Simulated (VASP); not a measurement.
Wanted: the native input for a VASP 6.6.1 run.

| Item | Value |
| --- | --- |
| Task | single point |
| Functional | PBE |
| Potentials or basis | VASP PAW PBE potentials, release 64 (Cd, In_d, O) |
| Cutoff | 520 eV |
| k mesh | 4 × 4 × 2 |
| Occupations | gaussian, width 0.2 eV |
| Spin | no spin polarisation |
| Dipole correction | no |
| Further INCAR settings | ALGO = Normal; EDIFF = 1e-06; NBANDS = 54 |

The structure of Cd3In3O2 lies in POSCAR:

```
Cd3In3O2
1.0
    3.9670684135      0.0000000000      0.0000000000
    0.0000000000      3.9670684135      0.0000000000
    0.0000000000      0.0000000000     11.4162505238
Cd In O
3 3 2
Direct
    0.5000000000      0.0000000000      0.2623665351
    0.5000000000      0.5000000000      0.5000000000
    0.0000000000      0.5000000000      0.7376334649
    0.5000000000      0.0000000000      0.9088251446
    0.0000000000      0.5000000000      0.0911748554
    0.0000000000      0.0000000000      0.5000000000
    0.0000000000      0.0000000000      0.0000000000
    0.5000000000      0.5000000000      0.0000000000
```

These files were run (other wordings do the same):

INCAR

```
  PREC = Accurate
  ENCUT = 520
  EDIFF = 1E-6
  ISMEAR = 0
  SIGMA = 0.2
  LREAL = F
  LASPH = T
  NELM = 80
  ALGO = Normal
  ISIF = 2
  LWAVE = F
  LCHARG = F
  GGA = PE
  NBANDS = 54
```

KPOINTS

```
Automatic mesh
0
Gamma
  4 4 2
```

Potentials or basis: VASP PAW PBE potentials, release 64 (Cd, In_d, O).

The run is started by

```sh
$ cat potpaw_PBE.64/Cd/POTCAR potpaw_PBE.64/In_d/POTCAR potpaw_PBE.64/O/POTCAR > POTCAR
$ mpirun -np 1 vasp_std > vasp.out
```

It gave:

The pressure is 0.4 GPa, the largest force is 0.070 eV/Å and the band gap on the k mesh is zero (an odd number of electrons rules out a gap without spin polarisation).

Caveat: the k points lie up to 0.40 Å⁻¹ apart, too coarse for converged energies and pressures of a metal; spin-orbit coupling is left out, which moves the levels of the heavy elements.

Run time: 73 s on 1 thread of Intel(R) Xeon(R) 6975P-C (Granite Rapids) (shared host), peak memory 0.32 GiB.
